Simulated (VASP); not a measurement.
A run of VASP 6.6.1 is set up as follows.

Contents of INCAR:

```
SYSTEM = ZnRhSe3
PREC     = Accurate       ! precision mode
ENCUT    = 600            ! plane-wave cutoff, eV
EDIFF    = 1E-7           ! SCF threshold, eV
ISMEAR   = 0              ! smearing method
SIGMA    = 0.1            ! smearing width, eV
LREAL    = .FALSE.        ! projectors in reciprocal space
LASPH    = .TRUE.         ! aspherical terms in the spheres
NELM     = 150            ! most SCF steps
ALGO     = Normal         ! electronic algorithm
ISIF     = 3              ! what is computed and relaxed
LWAVE    = .FALSE.        ! write WAVECAR
LCHARG   = .FALSE.        ! write CHGCAR
ISPIN    = 2              ! spin polarisation
MAGMOM   = 0 1 0 0 0      ! initial moments
LORBIT   = 11             ! projections on sites
LMAXMIX  = 4              ! l up to which the mixer works
GGA      = PE             ! functional
IBRION   = 2              ! ionic algorithm
NSW      = 90             ! ionic steps
EDIFFG   = -0.04          ! ionic threshold
```

The input KPOINTS:

```
Automatic mesh
0
G
  4 4 4
  0 0 0
```

File POSCAR:

```
ZnRhSe3
1.0
    4.8797958700      0.0000000000      0.0000000000
    0.0000000000      4.8797958700      0.0000000000
    0.0000000000      0.0000000000      4.8797958700
Zn Rh Se
1 1 3
Direct
    0.0000000000      0.0000000000      0.0000000000
    0.5000000000      0.5000000000      0.5000000000
    0.0000000000      0.5000000000      0.5000000000
    0.5000000000      0.0000000000      0.5000000000
    0.5000000000      0.5000000000      0.0000000000
```

Potentials or basis: VASP PAW PBE potentials, release 64 (Zn, Rh_pv, Se).

Run with:

```sh
$ cat potpaw_PBE.64/Zn/POTCAR potpaw_PBE.64/Rh_pv/POTCAR potpaw_PBE.64/Se/POTCAR > POTCAR
$ mpirun -np 1 vasp_std > vasp.out
```

(1) Estimate the net moment.

(2) What does it give for the relaxed volume?

## Answers

(1) 0.00 μB per cell.

(2) 23.75 Å³/atom.
